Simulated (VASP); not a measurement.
Write the native input for VASP 6.6.1 that does the following.

```
Task                   : single point
Functional             : PBE
Potentials or basis    : VASP PAW PBE potentials, release 64 (Ge_d, Te, S)
Cutoff                 : 520 eV
k mesh                 : 6 × 6 × 14
Occupations            : gaussian, width 0.1 eV
Spin                   : no spin polarisation
Dipole correction      : no
Further INCAR settings : ALGO = Normal; EDIFF = 1e-06; NBANDS = 39
```

The structure of Ge3Te2S lies in POSCAR:

```
Ge3Te2S
1.0
    9.9519137491      0.0000000000      0.0000000000
   -4.9759568745      8.6186101230      0.0000000000
    0.0000000000      0.0000000000      2.7908752273
Ge Te S
3 2 1
Direct
    0.5000000000      0.0000000000      0.5000000000
    0.0000000000      0.5000000000      0.5000000000
    0.5000000000      0.5000000000      0.5000000000
    0.3333333333      0.6666666667      0.5000000000
    0.6666666667      0.3333333333      0.5000000000
    0.0000000000      0.0000000000      0.5000000000
```

The cell was generated, and may not be a known phase.

One way to write it, as run:

INCAR

```
PREC = Accurate ; ENCUT = 520
EDIFF = 1E-6 ; ISMEAR = 0
SIGMA = 0.1 ; LREAL = F
LASPH = T ; NELM = 60
ALGO = Normal ; ISIF = 2
LWAVE = F ; LCHARG = F
GGA = PE ; NBANDS = 39
```

KPOINTS

```
regular mesh
0
Gamma
  6 6 14
```

Potentials or basis: VASP PAW PBE potentials, release 64 (Ge_d, Te, S).

Launch:

```console
$ cat potpaw_PBE.64/Ge_d/POTCAR potpaw_PBE.64/Te/POTCAR potpaw_PBE.64/S/POTCAR > POTCAR
$ mpirun -np 1 vasp_std > vasp.out
```

Results of the run:

- Pressure: 0.0 GPa
- Band gap on the k mesh: zero (bands 30 and 31 overlap by 0.50 eV)

Caveat: spin-orbit coupling is left out, which moves the levels of the heavy elements.

Run time: 13 min on 1 thread of Intel Xeon 8259CL, on a shared host, peak memory 0.7 GiB.
